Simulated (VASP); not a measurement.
Se: relaxation of cell and atoms with PBEsol

Se:

```
Se
1.0
     2.26524    0.00000    0.00000
    -1.13262    1.96175    0.00000
     0.00000    0.00000    2.12932
Se
1
Direct
  0.00000 0.00000 0.00000
```

This isn't the form of Se at room conditions, which is trigonal, of chains.

```json
{
  "Program": "VASP 6.6.1",
  "Task": "relaxation of cell and atoms",
  "Functional": "PBEsol",
  "Potentials or basis": "VASP PAW PBE potentials, release 64 (Se)",
  "Cutoff": "600 eV",
  "k mesh": "19 × 19 × 17",
  "Occupations": "fermi-dirac, width 0.08 eV",
  "Spin": "no spin polarisation",
  "Target pressure": "290 GPa",
  "Dipole correction": "no",
  "Further INCAR settings": "ALGO = Normal; EDIFF = 1e-07; IBRION = 2; EDIFFG = -0.005; NSW = 60; ISIF = 3"
}
```

* Relaxed volume: 9.81 Å³/atom
* Relaxed cell: a = 2.297 Å, b = 2.297 Å, c = 2.145 Å, α = 90.00°, β = 90.00°, γ = 120.00°
* Space group after relaxing (to 0.1 Å): P6/mmm (No. 191)
* Energy change on relaxing (the run minimises the enthalpy): -660.9 meV/atom
* Ionic steps: 10
* Pressure after relaxing: 290.0 GPa
* Band gap on the k mesh: zero (bands 3 and 4 overlap by 18.83 eV)

Step by step:
```tsv
step	energy change (eV)	largest force (eV/Å)	pressure (GPa)	volume (Å³)
1	0.0000	0.0000	327.03	9.46
2	-4.1033	0.0000	112.75	12.78
3	-0.7795	0.0000	283.43	9.87
4	-0.6700	0.0000	289.42	9.81
5	-0.6572	0.0000	290.12	9.80
6	-0.6291	0.0000	291.99	9.79
7	-0.6519	0.0000	290.51	9.80
8	-0.6518	0.0000	290.51	9.80
9	-0.7074	0.0000	287.46	9.83
10	-0.6609	0.0000	290.01	9.81
```

Final structure:
```xyz
1
Lattice="2.2973 0.0000 0.0000 -1.1487 1.9896 0.0000 0.0000 0.0000 2.1453" Properties=species:S:1:pos:R:3 pbc="T T T"
Se    0.0000    0.0000    0.0000
```

Levels at points of the mesh, in eV from the Fermi level:
| k point | band 1 | band 2 | band 3 | band 4 | band 5 | band 6 | band 7 |
| --- | --- | --- | --- | --- | --- | --- | --- |
| (0.00, 0.00, 0.00) | -26.75 | 4.01 | 6.81 | 6.81 | 7.23 | 13.19 | 13.19 |

Wall time 3.4 min on 1 thread of Intel Xeon 8259CL, on a shared host, peak memory 0.15 GiB.

Caveat: the cell is relaxed towards a set pressure, so the run minimises the enthalpy, not the energy; the PAW data sets were made with another functional, which shifts forces and pressure a little.
